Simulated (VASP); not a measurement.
Write the native input for VASP 6.6.1 that does the following.

```
Task                   : single point
Functional             : LDA
Potentials or basis    : VASP PAW LDA potentials, release 64 (Ir)
Cutoff                 : 520 eV
k mesh                 : 22 × 22 × 22
Occupations            : gaussian, width 0.15 eV
Spin                   : no spin polarisation
Dipole correction      : no
Further INCAR settings : ALGO = Fast; EDIFF = 1e-06; NBANDS = 10
```

The structure of Ir lies in POSCAR:

```
Ir
1.0
    0.0000000000      1.9052184861      2.0582075306
    1.9052184861      0.0000000000      2.0582075306
    1.9052184861      1.9052184861      0.0000000000
Ir
1
Direct
    0.0000000000      0.0000000000      0.0000000000
```

This cell differs from its parent crystal: volume 14.942 Å^3 an atom, c/a of the conventional cell 1.0803.

The input as run:

INCAR

```
SYSTEM = Ir
PREC = Accurate
ENCUT = 520
EDIFF = 1E-6
ISMEAR = 0
SIGMA = 0.15
LREAL = .False.
LASPH = .True.
NELM = 100
ALGO = Fast
ISIF = 2
LWAVE = .False.
LCHARG = .False.
GGA = CA
NBANDS = 10
```

KPOINTS

```
Automatic mesh
0
Gamma
  22 22 22
  0 0 0
```

Potentials or basis: VASP PAW LDA potentials, release 64 (Ir).

The run is started by

```bash
$ cat potpaw_LDA.64/Ir/POTCAR > POTCAR
$ mpirun -np 1 vasp_std > vasp.out
```

It gave:

```yaml
Pressure: -22.2 GPa
```

It took 57 s on 1 thread of Intel(R) Xeon(R) 6975P-C (Granite Rapids), with other jobs on the host, peak memory 0.24 GiB.
